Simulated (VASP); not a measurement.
HfRe3:

```
Hf Re
1.0
     3.94120    0.00000    0.00000
     0.00000    3.94120    0.00000
     0.00000    0.00000    3.94120
Hf Re
1 3
Direct
  0.00000 0.00000 0.00000
  0.00000 0.50000 0.50000
  0.50000 0.00000 0.50000
  0.50000 0.50000 0.00000
```

* Program: VASP 6.6.1
* Task: relaxation of cell and atoms
* Functional: PBE
* Potentials or basis: VASP PAW PBE potentials, release 64 (Hf_pv, Re)
* Cutoff: 600 eV
* k mesh: 4 × 4 × 4
* Occupations: gaussian, width 0.1 eV
* Spin: no spin polarisation

At the start: pressure 21.3 GPa; volume 15.30 Å³/atom.

Question: Where does the relaxation end?

Answer: Over 4 steps the energy falls by 66.7 meV/atom and the volume is 16.38 Å³/atom (+7.0 %); space group Pm-3m (No. 221, to 0.05 Å).

Step by step:
```
step  energy change (eV)  largest force (eV/Å)  pressure (GPa)  volume (Å³)
   1              0.0000                0.0000           21.27        61.22
   2              1.8679                0.0000          -36.08        81.04
   3             -0.2646                0.0000           -1.61        65.88
   4             -0.2667                0.0000           -0.14        65.52
```

Final structure:
```
Hf Re
1.0
     4.03139    0.00000    0.00000
     0.00000    4.03139    0.00000
     0.00000    0.00000    4.03139
Hf Re
1 3
Direct
  0.00000 0.00000 0.00000
  0.00000 0.50000 0.50000
  0.50000 0.00000 0.50000
  0.50000 0.50000 0.00000
```

Caveat: the k points lie up to 0.39 Å⁻¹ apart in the final cell.
